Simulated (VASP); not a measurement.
# KCl (Pm-3m) in VASP: a series of runs

The runs below take KCl through single point, with PBEsol, HSE06.

All numbers are computed with VASP 6.6.1; they aren't measurements. Logs are shortened: lines on timing, memory, paths and dates and some standing lists are left out, and cuts for length are marked.

### Step 1. The cell of the first run

It takes space group Pm-3m (No. 221, cubic). Conventional cell: a = 3.787 Å, b = 3.787 Å, c = 3.787 Å, α = 90.00°, β = 90.00°, γ = 90.00°. K (site symmetry m-3m) has 8 Cl at 3.28 Å and 6 K at 3.79 Å within 4.3 Å. Cl (site symmetry m-3m) has 8 K at 3.28 Å and 6 Cl at 3.79 Å within 4.3 Å.

### Step 2. Single point, PBEsol (volume scaled by 0.96)

The input, INCAR:

```
SYSTEM = KCl
  ALGO = Normal
  EDIFF = 1E-6
  ENCUT = 520
  GGA = PS
  ISIF = 2
  ISMEAR = -1
  LASPH = .True.
  LCHARG = .False.
  LREAL = .False.
  LWAVE = .False.
  NBANDS = 15
  NELM = 80
  PREC = Accurate
  SIGMA = 0.05
```

The input, KPOINTS:

```
k-points
0
Gamma
  7 7 7
  0 0 0
```

The input, POSCAR:

```
KCl
1.0
    3.7873086124      0.0000000000      0.0000000000
    0.0000000000      3.7873086124      0.0000000000
    0.0000000000      0.0000000000      3.7873086124
K Cl
1 1
Direct
    0.0000000000      0.0000000000      0.0000000000
    0.5000000000      0.5000000000      0.5000000000
```

Potentials or basis: VASP PAW PBE potentials, release 64 (K_sv, Cl).

Started as:

```console
$ cat potpaw_PBE.64/K_sv/POTCAR potpaw_PBE.64/Cl/POTCAR > POTCAR
$ mpirun -np 1 vasp_std > vasp.out
```

OUTCAR:

```text
SYSTEM = KCl
   EDIFF = 1E-6
   ENCUT = 520
   GGA = PS
   ISIF = 2
   ISMEAR = -1
   LASPH = .True.
   LREAL = .False.
   NELM = 80
   PREC = Accurate

 ion  position               nearest neighbor table
   1  0.000  0.000  0.000-
   2  0.500  0.500  0.500-

  LATTYP: Found a simple cubic cell.
 ALAT       =     3.7873086124

  Lattice vectors:

 A1 = (   3.7873086124,   0.0000000000,   0.0000000000)
 A2 = (   0.0000000000,   3.7873086124,   0.0000000000)
 A3 = (   0.0000000000,   0.0000000000,   3.7873086124)

Analysis of symmetry for initial positions (statically):
=====================================================================
 Subroutine PRICEL returns:
 Original cell was already a primitive cell.

 Routine SETGRP: Setting up the symmetry group for a
 simple cubic supercell.

 Subroutine GETGRP returns: Found 48 space group operations
 (whereof 48 operations were pure point group operations)
 out of a pool of 48 trial point group operations.

The static configuration has the point symmetry O_h .

Analysis of symmetry for dynamics (positions and initial velocities):
=====================================================================
 Subroutine PRICEL returns:
 Original cell was already a primitive cell.

 Routine SETGRP: Setting up the symmetry group for a
 simple cubic supercell.

 Subroutine GETGRP returns: Found 48 space group operations
 (whereof 48 operations were pure point group operations)
 out of a pool of 48 trial point group operations.

The dynamic configuration has the point symmetry O_h .

 Subroutine INISYM returns: Found 48 space group operations
 (whereof 48 operations are pure point group operations),
 and found     1 'primitive' translations

----------------------------------------------------------------------------------------

                                     Primitive cell

  volume of cell :      54.3240

  direct lattice vectors                    reciprocal lattice vectors
     3.787308612  0.000000000  0.000000000     0.264039745  0.000000000  0.000000000
     0.000000000  3.787308612  0.000000000     0.000000000  0.264039745  0.000000000
     0.000000000  0.000000000  3.787308612     0.000000000  0.000000000  0.264039745

  length of vectors
     3.787308612  3.787308612  3.787308612     0.264039745  0.264039745  0.264039745

  position of ions in fractional coordinates (direct lattice)
     0.000000000  0.000000000  0.000000000
     0.500000000  0.500000000  0.500000000

  ion indices of the primitive-cell ions
   primitive index   ion index
                 1           1
                 2           2

----------------------------------------------------------------------------------------

 KPOINTS: k-points

Automatic generation of k-mesh.
 Grid dimensions read from file:
 generate k-points for:    7    7    7

 Generating k-lattice:

  Cartesian coordinates                     Fractional coordinates (reciprocal lattice)
     0.037719964  0.000000000  0.000000000     0.142857143  0.000000000  0.000000000
     0.000000000  0.037719964  0.000000000     0.000000000  0.142857143  0.000000000
     0.000000000  0.000000000  0.037719964     0.000000000  0.000000000  0.142857143

  Length of vectors
     0.037719964  0.037719964  0.037719964

  Shift w.r.t. Gamma in fractional coordinates (k-lattice)
     0.000000000  0.000000000  0.000000000

 Subroutine IBZKPT returns following result:
 ===========================================

 Found     20 irreducible k-points:

 Following reciprocal coordinates:
            Coordinates               Weight
  0.000000  0.000000  0.000000      1.000000
  0.142857  0.000000  0.000000      6.000000
  0.285714  0.000000  0.000000      6.000000
  0.428571  0.000000  0.000000      6.000000
  0.142857  0.142857  0.000000     12.000000
  0.285714  0.142857  0.000000     24.000000
[... 12 lines left out ...]
  0.428571  0.428571  0.285714     24.000000
  0.428571  0.428571  0.428571      8.000000
   k-points           NKPTS =     20   k-points in BZ     NKDIM =     20   number of bands    NBANDS=     15
   number of dos      NEDOS =    301   number of ions     NIONS =      2
   total plane-waves  NPLWV =  21952
   dimension x,y,z NGX =    28 NGY =   28 NGZ =   28
   dimension x,y,z NGXF=    56 NGYF=   56 NGZF=   56
   ions per type =               1   1
   NGX,Y,Z   is equivalent  to a cutoff of  12.29, 12.29, 12.29 a.u.
   NGXF,Y,Z  is equivalent  to a cutoff of  24.58, 24.58, 24.58 a.u.
 SYSTEM =  KCl
   PREC   = accura    normal or accurate (medium, high low for compatibility)
   ISTART =      0    job   : 0-new  1-cont  2-samecut
   ICHARG =      2    charge: 1-file 2-atom 10-const
   ISPIN  =      1    spin polarized calculation?
   LNONCOLLINEAR =      F non collinear calculations
   LSORBIT =      F    spin-orbit coupling
   LASPH  =      T    aspherical Exc in radial PAW
   ENCUT  =  520.0 eV  38.22 Ry    6.18 a.u.   7.04  7.04  7.04*2*pi/ulx,y,z
   NELM   =     80;   NELMIN=  2; NELMDL= -5     # of ELM steps
   EDIFF  = 0.1E-05   stopping-criterion for ELM
   LREAL  =      F    real-space projection
   EDIFFG = 0.1E-04   stopping-criterion for IOM
   NSW    =      0    number of steps for IOM
   IBRION =     -1    ionic relax: 0-MD 1-quasi-New 2-CG
   NFREE  =      0    steps in history (QN), initial steepest desc. (CG)
   ISIF   =      2    stress and relaxation
   ISYM   =      2    0-nonsym 1-usesym 2-fastsym
   POTIM  = 0.5000    time-step for ionic-motion
   TEBEG  =    0.0;   TEEND  =   0.0 temperature during run
   PSTRESS=    0.0 pullay stress
   NELECT =      16.0000    total number of electrons
   NUPDOWN=      -1.0000    fix difference up-down
   EMIN   =  10.00;   EMAX   =-10.00  energy-range for DOS
   EFERMI =   0.00;   METHOD = LEGACY
   ISMEAR =    -1;   SIGMA  =   0.05  broadening in eV -4-tet -1-fermi 0-gaus
   EFERMI_NEDOS =   21; number of points for ismear=-14 and -15
   IALGO  =     38    algorithm
   IMIX   =      4    mixing-type and parameters
     AMIX     =   0.40;   BMIX     =  1.00
     AMIX_MAG =   1.60;   BMIX_MAG =  1.00
  volume/ion in A,a.u.               =      27.16       183.30
  Fermi-wavevector in a.u.,A,eV,Ry     =   1.089225  2.058336 16.142093  1.186410
  Thomas-Fermi vector in A             =   2.225423
   LORBIT       =      0    0 simple, 1 ext, 2 COOP (PROOUT), +10 PAW based schemes
   GGA     = PS    functional components
   LHFCALC =     F    Hartree Fock is set to
   AEXX    =    0.0000 exact exchange contribution
   IVDW    =     0    specifies the selected vdW correction
   LEPSILON=     F    determine dielectric tensor
   LRPA    =     F    only Hartree local field effects (RPA)
 non-spin polarized calculation
  energy-cutoff  :      520.00
  volume of cell :       54.32
 maximum number of plane-waves:      1474
   NGX = 15   NGY = 15   NGZ = 15

 number of electron      16.0000007 magnetization

 Free energy of the ion-electron system (eV)
  ---------------------------------------------------
  ext. energy  EPLUGINS =         0.00000000
  ---------------------------------------------------
  free energy    TOTEN  =        -6.91114149 eV

  energy without entropy =       -6.91114149  energy(sigma->0) =       -6.91114149

 E-fermi :   0.3384     XC(G=0):  -8.4515

 val. band max:       -0.7244584249   @ k =   0.4286   0.4286   0.0000
 cond. band min:       4.0832863186   @ k =   0.0000   0.0000   0.0000
 fundamental gap:      4.8077447435
 Fermi energy:         0.3384275148

 k-point     1 :       0.0000    0.0000    0.0000
  band No.  band energies     occupation
      1     -28.5221      2.00000
      2     -13.3289      2.00000
      3     -11.9642      2.00000
      4     -11.9642      2.00000
      5     -11.9642      2.00000
      6      -0.9165      2.00000
      7      -0.9165      2.00000
      8      -0.9165      2.00000
      9       4.0833      0.00000
     10       5.7031      0.00000
     11       5.7031      0.00000
     12      10.0338      0.00000
     13      10.0338      0.00000
     14      10.0338      0.00000
     15      13.0428      0.00000

 k-point     2 :       0.1429    0.0000    0.0000
  band No.  band energies     occupation
      1     -28.5176      2.00000
      2     -13.3603      2.00000
      3     -11.9573      2.00000
      4     -11.9573      2.00000
      5     -11.9413      2.00000
      6      -1.3226      2.00000
      7      -0.9196      2.00000
      8      -0.9196      2.00000
      9       4.5700      0.00000
     10       5.8766      0.00000
     11       6.1426      0.00000
     12       9.9507      0.00000
     13       9.9507      0.00000
     14      10.1353      0.00000
     15      12.2382      0.00000

 k-point     3 :       0.2857    0.0000    0.0000
  band No.  band energies     occupation
      1     -28.5077      2.00000
      2     -13.4339      2.00000
      3     -11.9418      2.00000
      4     -11.9418      2.00000
      5     -11.8822      2.00000
      6      -2.0599      2.00000
      7      -0.9274      2.00000
      8      -0.9274      2.00000
      9       5.6339      0.00000
     10       6.3690      0.00000
     11       7.1140      0.00000
     12       9.8477      0.00000
     13       9.8477      0.00000
     14      10.3924      0.00000
     15      10.7482      0.00000
[... 271 lines left out ...]
 k-point    19 :       0.4286    0.4286    0.2857
  band No.  band energies     occupation
      1     -28.4665      2.00000
      2     -12.9760      2.00000
      3     -12.1732      2.00000
      4     -12.1486      2.00000
      5     -12.0645      2.00000
      6      -2.0380      2.00000
      7      -2.0316      2.00000
      8      -1.6439      2.00000
      9       6.8159      0.00000
     10       7.8786      0.00000
     11       8.0289      0.00000
     12       8.4453      0.00000
     13       9.5869      0.00000
     14       9.6800      0.00000
     15      11.9396      0.00000

 k-point    20 :       0.4286    0.4286    0.4286
  band No.  band energies     occupation
      1     -28.4594      2.00000
      2     -12.9031      2.00000
      3     -12.1514      2.00000
      4     -12.1514      2.00000
      5     -12.1514      2.00000
      6      -2.0824      2.00000
      7      -2.0824      2.00000
      8      -2.0414      2.00000
      9       7.6726      0.00000
     10       7.9846      0.00000
     11       7.9846      0.00000
     12       9.2015      0.00000
     13       9.3265      0.00000
     14       9.3265      0.00000
     15      11.8949      0.00000

------------------------ aborting loop because EDIFF is reached ----------------------------------------

  FORCE on cell =-STRESS in cart. coord.  units (eV):
  Direction    XX          YY          ZZ          XY          YZ          ZX
  --------------------------------------------------------------------------------------
  -------------------------------------------------------------------------------------
  Total       -0.2548254     -0.2548254     -0.2548254      0.0000000     -0.0000000      0.0000000
  in kB       -7.5155584     -7.5155584     -7.5155584      0.0000000     -0.0000000      0.0000000
  external PRESSURE =      -7.5155584 kB  Pullay stress =       0.0000000 kB

 VOLUME and BASIS-vectors are now :
 -----------------------------------------------------------------------------
  energy-cutoff  :      520.00
  volume of cell :       54.32
      direct lattice vectors                 reciprocal lattice vectors
     3.787308612  0.000000000  0.000000000     0.264039745  0.000000000  0.000000000
     0.000000000  3.787308612  0.000000000     0.000000000  0.264039745  0.000000000
     0.000000000  0.000000000  3.787308612     0.000000000  0.000000000  0.264039745

 POSITION                                       TOTAL-FORCE (eV/Angst)
 -----------------------------------------------------------------------------------
      0.00000      0.00000      0.00000         0.000000      0.000000      0.000000
      1.89365      1.89365      1.89365         0.000000      0.000000      0.000000
 -----------------------------------------------------------------------------------
    total drift:                               -0.000000      0.000000      0.000000

  FREE ENERGIE OF THE ION-ELECTRON SYSTEM (eV)
  ---------------------------------------------------
  free  energy   TOTEN  =        -6.9111414944 eV

  energy  without entropy=       -6.9111414943  energy(sigma->0) =       -6.91114149
```

Run time: 8.6 s. Hardware: 1 thread of Intel Xeon Platinum 8488C (Sapphire Rapids), shared host; peak memory 0.16 GiB.

Results:

```yaml
Free_energy: -6.9111 eV
Pressure: -0.8 GPa
Band_gap_on_the_k_mesh: 4.81 eV, indirect (least direct gap 5.00 eV)
```

Levels at points of the mesh, in eV from the valence-band top:
```tsv
k point	band 4	band 5	band 6	band 7	band 8	band 9	band 10	band 11	band 12	band 13
(0.00, 0.00, 0.00)	-11.24	-11.24	-0.19	-0.19	-0.19	4.81	6.43	6.43	10.76	10.76
```

Caveat: the PAW data sets were made with another functional, which shifts forces and pressure a little.

### Step 3. Single point, PBEsol (volume scaled by 1.02)

The input, INCAR:

```
SYSTEM = KCl
PREC = Accurate ; ENCUT = 520
EDIFF = 1E-6 ; ISMEAR = -1
SIGMA = 0.05 ; LREAL = .FALSE.
LASPH = .TRUE. ; NELM = 100
ALGO = Normal ; ISIF = 2
LWAVE = .FALSE. ; LCHARG = .FALSE.
GGA = PS ; NBANDS = 15
```

The input, KPOINTS:

```
regular mesh
0
G
  7 7 7
  0 0 0
```

The input, POSCAR:

```
KCl
1.0
    3.8646218801      0.0000000000      0.0000000000
    0.0000000000      3.8646218801      0.0000000000
    0.0000000000      0.0000000000      3.8646218801
K Cl
1 1
Direct
    0.0000000000      0.0000000000      0.0000000000
    0.5000000000      0.5000000000      0.5000000000
```

Potentials or basis: VASP PAW PBE potentials, release 64 (K_sv, Cl).

Started as:

```console
$ cat potpaw_PBE.64/K_sv/POTCAR potpaw_PBE.64/Cl/POTCAR > POTCAR
$ mpirun -np 1 vasp_std > vasp.out
```

OUTCAR:

```text
SYSTEM = KCl
   PREC = Accurate
   ENCUT = 520
   EDIFF = 1E-6
   ISMEAR = -1
   LREAL = .FALSE.
   LASPH = .TRUE.
   NELM = 100
   ISIF = 2
   GGA = PS

 ion  position               nearest neighbor table
   1  0.000  0.000  0.000-
   2  0.500  0.500  0.500-

  LATTYP: Found a simple cubic cell.
 ALAT       =     3.8646218801

  Lattice vectors:

 A1 = (   3.8646218801,   0.0000000000,   0.0000000000)
 A2 = (   0.0000000000,   3.8646218801,   0.0000000000)
 A3 = (   0.0000000000,   0.0000000000,   3.8646218801)

Analysis of symmetry for initial positions (statically):
=====================================================================
 Subroutine PRICEL returns:
 Original cell was already a primitive cell.

 Routine SETGRP: Setting up the symmetry group for a
 simple cubic supercell.

 Subroutine GETGRP returns: Found 48 space group operations
 (whereof 48 operations were pure point group operations)
 out of a pool of 48 trial point group operations.

The static configuration has the point symmetry O_h .

[... 164 lines left out ...]
      1     -28.9247      2.00000
      2     -13.5094      2.00000
      3     -12.3779      2.00000
      4     -12.3779      2.00000
      5     -12.3779      2.00000
      6      -1.2007      2.00000
      7      -1.2007      2.00000
      8      -1.2007      2.00000
      9       3.5461      0.00000
     10       5.4678      0.00000
     11       5.4678      0.00000
     12       9.5761      0.00000
     13       9.5761      0.00000
     14       9.5761      0.00000
[... 329 lines left out ...]
      2     -13.1469      2.00000
      3     -12.5345      2.00000
      4     -12.5345      2.00000
      5     -12.5337      2.00000
      6      -2.2386      2.00000
      7      -2.2386      2.00000
      8      -2.2077      2.00000
      9       7.2248      0.00000
     10       7.5218      0.00000
     11       7.5218      0.00000
     12       8.6092      0.00000
     13       8.7608      0.00000
     14       8.7608      0.00000
     15      11.2961      0.00000

------------------------ aborting loop because EDIFF is reached ----------------------------------------

  FORCE on cell =-STRESS in cart. coord.  units (eV):
  Direction    XX          YY          ZZ          XY          YZ          ZX
  --------------------------------------------------------------------------------------
  -------------------------------------------------------------------------------------
  Total       -0.6125856     -0.6125856     -0.6125856      0.0000000      0.0000000     -0.0000000
  in kB      -17.0042064    -17.0042064    -17.0042064      0.0000000      0.0000000     -0.0000000
  external PRESSURE =     -17.0042064 kB  Pullay stress =       0.0000000 kB

 VOLUME and BASIS-vectors are now :
 -----------------------------------------------------------------------------
  energy-cutoff  :      520.00
  volume of cell :       57.72
      direct lattice vectors                 reciprocal lattice vectors
     3.864621880  0.000000000  0.000000000     0.258757527  0.000000000  0.000000000
     0.000000000  3.864621880  0.000000000     0.000000000  0.258757527  0.000000000
     0.000000000  0.000000000  3.864621880     0.000000000  0.000000000  0.258757527

 POSITION                                       TOTAL-FORCE (eV/Angst)
 -----------------------------------------------------------------------------------
      0.00000      0.00000      0.00000         0.000000      0.000000      0.000000
      1.93231      1.93231      1.93231         0.000000      0.000000      0.000000
 -----------------------------------------------------------------------------------
    total drift:                                0.000000      0.000000     -0.000000

  FREE ENERGIE OF THE ION-ELECTRON SYSTEM (eV)
  ---------------------------------------------------
  free  energy   TOTEN  =        -6.8855490233 eV

  energy  without entropy=       -6.8855490233  energy(sigma->0) =       -6.88554902
```

OSZICAR:

```text
N       E                     dE             d eps       ncg     rms          rms(c)
DAV:   1     0.100605310904E+03    0.10061E+03   -0.73469E+03   600   0.981E+02
DAV:   2    -0.826447886084E+00   -0.10143E+03   -0.92551E+02   797   0.237E+02
DAV:   3    -0.694100297920E+01   -0.61146E+01   -0.60746E+01   832   0.510E+01
DAV:   4    -0.716242737592E+01   -0.22142E+00   -0.22139E+00   901   0.914E+00
DAV:   5    -0.716422120603E+01   -0.17938E-02   -0.17938E-02   881   0.893E-01    0.272E+00
DAV:   6    -0.691685672777E+01    0.24736E+00   -0.25686E-01   761   0.310E+00    0.226E+00
DAV:   7    -0.688470582118E+01    0.32151E-01   -0.72015E-02   803   0.181E+00    0.136E+00
DAV:   8    -0.688527080754E+01   -0.56499E-03   -0.16129E-02   849   0.951E-01    0.202E-01
DAV:   9    -0.688531910211E+01   -0.48295E-04   -0.82857E-04   790   0.200E-01    0.105E-01
DAV:  10    -0.688555282549E+01   -0.23372E-03   -0.30701E-04   663   0.138E-01    0.348E-02
DAV:  11    -0.688554749560E+01    0.53299E-05   -0.46720E-05   831   0.486E-02    0.212E-02
DAV:  12    -0.688554918996E+01   -0.16944E-05   -0.61996E-06   663   0.157E-02    0.296E-03
DAV:  13    -0.688554902330E+01    0.16666E-06   -0.18444E-07   559   0.337E-03
   1 F= -.68855490E+01 E0= -.68855490E+01  d E =-.126053E-10
```

It took 11 s on 1 thread of Intel Xeon Platinum 8488C (Sapphire Rapids), shared host; peak memory 0.16 GiB.

Results:

```yaml
Free_energy: -6.8855 eV
Pressure: -1.7 GPa
Band_gap_on_the_k_mesh: 4.56 eV, indirect (least direct gap 4.75 eV)
```

Caveat: the PAW data sets were made with another functional, which shifts forces and pressure a little.

[end of part 1 of 2]
